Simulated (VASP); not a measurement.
# SiO2 (P6_422) in VASP: notebook

Runs on SiO2. Level: LDA. Tasks: single point.

Everything below comes from runs of VASP 6.6.1. Logs are shortened: lines on timing, memory, paths and dates and some standing lists are left out, and cuts for length are marked.

### 1 The cell of the first run

Symmetry: P6_422, No. 181, hexagonal system. The conventional cell has a = 4.888 Å, b = 4.888 Å, c = 5.359 Å, α = 90.00°, β = 90.00°, γ = 120.00°. Within 2.1 Å of Si (site symmetry 222) lie 4 O at 1.56 Å. O (site symmetry 2) has 2 Si at 1.56 Å within 2.1 Å.

### 2 Single point, LDA (strain -0.030 along x and y, -0.030 along z)

File INCAR:

```
SYSTEM = SiO2
ALGO = Normal
EDIFF = 1E-7
ENCUT = 520
ISIF = 2
ISMEAR = 0
LASPH = .TRUE.
LCHARG = .FALSE.
LREAL = .FALSE.
LWAVE = .FALSE.
NBANDS = 34
NELM = 80
PREC = Accurate
SIGMA = 0.05
```

File KPOINTS:

```
k-points
0
G
  6 6 4
  0 0 0
```

File POSCAR:

```
SiO2
1.0
    4.8875374386      0.0000000000      0.0000000000
   -2.4437687193      4.2327315837      0.0000000000
    0.0000000000      0.0000000000      5.3591093439
Si O
3 6
Direct
    0.0000000000      0.5000000000      0.3333333333
    0.5000000000      0.5000000000      0.6666666667
    0.5000000000      0.0000000000      0.0000000000
    0.5843949021      0.7921974511      0.8333333333
    0.7921974511      0.5843949021      0.5000000000
    0.7921974511      0.2078025489      0.1666666667
    0.4156050979      0.2078025489      0.8333333333
    0.2078025489      0.4156050979      0.5000000000
    0.2078025489      0.7921974511      0.1666666667
```

Potentials or basis: VASP PAW LDA potentials, release 64 (Si, O).

Command:

```console
cat potpaw_LDA.64/Si/POTCAR potpaw_LDA.64/O/POTCAR > POTCAR
mpirun -np 1 vasp_std > vasp.out
```

OUTCAR:

```text
SYSTEM = SiO2
   EDIFF = 1E-7
   ENCUT = 520
   ISIF = 2
   ISMEAR = 0
   LASPH = .TRUE.
   LREAL = .FALSE.
   NELM = 80
   PREC = Accurate

 ion  position               nearest neighbor table
   1  0.000  0.500  0.333-   6 1.56   9 1.56   8 1.56   5 1.56   3 3.03   3 3.03   2 3.03   2 3.03

   2  0.500  0.500  0.667-   4 1.56   7 1.56   5 1.56   8 1.56   3 3.03   3 3.03   1 3.03   1 3.03

   3  0.500  0.000  0.000-   4 1.56   7 1.56   6 1.56   9 1.56   1 3.03   2 3.03   2 3.03   1 3.03

   4  0.584  0.792  0.833-   3 1.56   2 1.56
   5  0.792  0.584  0.500-   1 1.56   2 1.56
   6  0.792  0.208  0.167-   1 1.56   3 1.56
   7  0.416  0.208  0.833-   3 1.56   2 1.56
   8  0.208  0.416  0.500-   1 1.56   2 1.56
   9  0.208  0.792  0.167-   1 1.56   3 1.56

  LATTYP: Found a hexagonal cell.
 ALAT       =     4.8875374386
 C/A-ratio  =     1.0964845612

  Lattice vectors:

 A1 = (   4.8875374386,   0.0000000000,   0.0000000000)
 A2 = (  -2.4437687193,   4.2327315837,   0.0000000000)
 A3 = (   0.0000000000,   0.0000000000,   5.3591093439)

Analysis of symmetry for initial positions (statically):
=====================================================================
 Subroutine PRICEL returns:
 Original cell was already a primitive cell.

 Routine SETGRP: Setting up the symmetry group for a
 hexagonal supercell.

 Subroutine GETGRP returns: Found 12 space group operations
 (whereof  4 operations were pure point group operations)
 out of a pool of 24 trial point group operations.

The static configuration has the point symmetry D_2 .
 The point group associated with its full space group is D_6 .

Analysis of symmetry for dynamics (positions and initial velocities):
=====================================================================
 Subroutine PRICEL returns:
 Original cell was already a primitive cell.

 Routine SETGRP: Setting up the symmetry group for a
 hexagonal supercell.

 Subroutine GETGRP returns: Found 12 space group operations
 (whereof  4 operations were pure point group operations)
 out of a pool of 24 trial point group operations.

The dynamic configuration has the point symmetry D_2 .
 The point group associated with its full space group is D_6 .

[... 109 lines left out ...]
   LREAL  =      F    real-space projection
   EDIFFG = 0.1E-05   stopping-criterion for IOM
   NSW    =      0    number of steps for IOM
   IBRION =     -1    ionic relax: 0-MD 1-quasi-New 2-CG
   NFREE  =      0    steps in history (QN), initial steepest desc. (CG)
   ISIF   =      2    stress and relaxation
   ISYM   =      2    0-nonsym 1-usesym 2-fastsym
   POTIM  = 0.5000    time-step for ionic-motion
   TEBEG  =    0.0;   TEEND  =   0.0 temperature during run
   PSTRESS=    0.0 pullay stress
   NELECT =      48.0000    total number of electrons
   NUPDOWN=      -1.0000    fix difference up-down
   EMIN   =  10.00;   EMAX   =-10.00  energy-range for DOS
   EFERMI =   0.00;   METHOD = LEGACY
   ISMEAR =     0;   SIGMA  =   0.05  broadening in eV -4-tet -1-fermi 0-gaus
   EFERMI_NEDOS =   21; number of points for ismear=-14 and -15
   IALGO  =     38    algorithm
   IMIX   =      4    mixing-type and parameters
     AMIX     =   0.40;   BMIX     =  1.00
     AMIX_MAG =   1.60;   BMIX_MAG =  1.00
  volume/ion in A,a.u.               =      12.32        83.13
  Fermi-wavevector in a.u.,A,eV,Ry     =   1.238476  2.340379 20.868910  1.533822
  Thomas-Fermi vector in A             =   2.372999
   LORBIT       =      0    0 simple, 1 ext, 2 COOP (PROOUT), +10 PAW based schemes
   GGA     = CA    functional components
   LHFCALC =     F    Hartree Fock is set to
   AEXX    =    0.0000 exact exchange contribution
   IVDW    =     0    specifies the selected vdW correction
   LEPSILON=     F    determine dielectric tensor
   LRPA    =     F    only Hartree local field effects (RPA)
 non-spin polarized calculation
 Gauss-broadening in eV      SIGMA  =   0.05
  energy-cutoff  :      520.00
  volume of cell :      110.87
 maximum number of plane-waves:      3016
   NGX = 19   NGY = 19   NGZ = 19

 number of electron      48.0000037 magnetization

 Free energy of the ion-electron system (eV)
  ---------------------------------------------------
  ext. energy  EPLUGINS =         0.00000000
  ---------------------------------------------------
  free energy    TOTEN  =       -77.11637502 eV

  energy without entropy =      -77.11637502  energy(sigma->0) =      -77.11637502

 E-fermi :   1.3456     XC(G=0):  -9.7523

 val. band max:        1.0616192077   @ k =   0.5000   0.0000   0.0000
 cond. band min:       6.9113557260   @ k =   0.0000   0.0000   0.0000
 fundamental gap:      5.8497365183
 Fermi energy:         1.3456405573

 k-point     1 :       0.0000    0.0000    0.0000
  band No.  band energies     occupation
      1     -18.6904      2.00000
      2     -16.9862      2.00000
      3     -16.9862      2.00000
      4     -16.2660      2.00000
      5     -16.2067      2.00000
      6     -16.2067      2.00000
[... 766 lines left out ...]
     33      12.7898      0.00000
     34      12.8198      0.00000

------------------------ aborting loop because EDIFF is reached ----------------------------------------

  FORCE on cell =-STRESS in cart. coord.  units (eV):
  Direction    XX          YY          ZZ          XY          YZ          ZX
  --------------------------------------------------------------------------------------
  -------------------------------------------------------------------------------------
  Total       14.7490161     14.7490161     14.9091996      0.0000000      0.0000000      0.0000000
  in kB      213.1425643    213.1425643    215.4574263      0.0000000      0.0000000      0.0000000
  external PRESSURE =     213.9141850 kB  Pullay stress =       0.0000000 kB

 VOLUME and BASIS-vectors are now :
 -----------------------------------------------------------------------------
  energy-cutoff  :      520.00
  volume of cell :      110.87
      direct lattice vectors                 reciprocal lattice vectors
     4.887537439  0.000000000  0.000000000     0.204602013  0.118127027  0.000000000
    -2.443768719  4.232731584  0.000000000     0.000000000  0.236254055  0.000000000
     0.000000000  0.000000000  5.359109344     0.000000000  0.000000000  0.186598171

 POSITION                                       TOTAL-FORCE (eV/Angst)
 -----------------------------------------------------------------------------------
     -1.22188      2.11637      1.78637         0.000000      0.000000     -0.000000
      1.22188      2.11637      3.57274         0.000000      0.000000     -0.000000
      2.44377      0.00000      0.00000         0.000000      0.000000     -0.000000
      0.92030      3.35316      4.46592         0.736252      0.425075      0.000000
      2.44377      2.47359      2.67955         0.000000      0.850150     -0.000000
      3.36407      0.87957      0.89318         0.736252     -0.425075      0.000000
      1.52346      0.87957      4.46592        -0.736252     -0.425075     -0.000000
     -0.00000      1.75914      2.67955         0.000000     -0.850150     -0.000000
     -0.92030      3.35316      0.89318        -0.736252      0.425075      0.000000
 -----------------------------------------------------------------------------------
    total drift:                               -0.000000      0.000000     -0.000001

  FREE ENERGIE OF THE ION-ELECTRON SYSTEM (eV)
  ---------------------------------------------------
  free  energy   TOTEN  =       -77.1163750231 eV

  energy  without entropy=      -77.1163750231  energy(sigma->0) =      -77.11637502
```

stdout:

```text
POSCAR found type information on POSCAR SiO
 POSCAR found :  2 types and       9 ions
 scaLAPACK will be used
 LDA part: xc-table for (Slater(with rela. corr.)+CA(PZ))
 , standard interpolation
 POSCAR, INCAR and KPOINTS ok, starting setup
 FFT: planning ... GRIDC
 FFT: planning ... GRID_SOFT
 FFT: planning ... GRID
 WAVECAR not read
 entering main loop
```

Run time: 70 s. Hardware: 1 thread of AMD EPYC 9R45 (Zen 5), shared host; peak memory 0.17 GiB.

What came out:

```
Free energy            : -77.1164 eV
Pressure               : 21.4 GPa
Largest force          : 0.850 eV/Å
Band gap on the k mesh : 5.85 eV, indirect (least direct gap 6.06 eV)
```

Forces on the atoms (eV/Å):
```
Si   0.000  0.000  0.000
Si   0.000  0.000  0.000
Si   0.000  0.000  0.000
O    0.736  0.425  0.000
O    0.000  0.850  0.000
O    0.736 -0.425  0.000
O   -0.736 -0.425  0.000
O    0.000 -0.850  0.000
O   -0.736  0.425  0.000
```

Caveat: the cell differs from its parent crystal (strain -0.030 along x and y, -0.030 along z).

(Continued in part 2 of 2.)
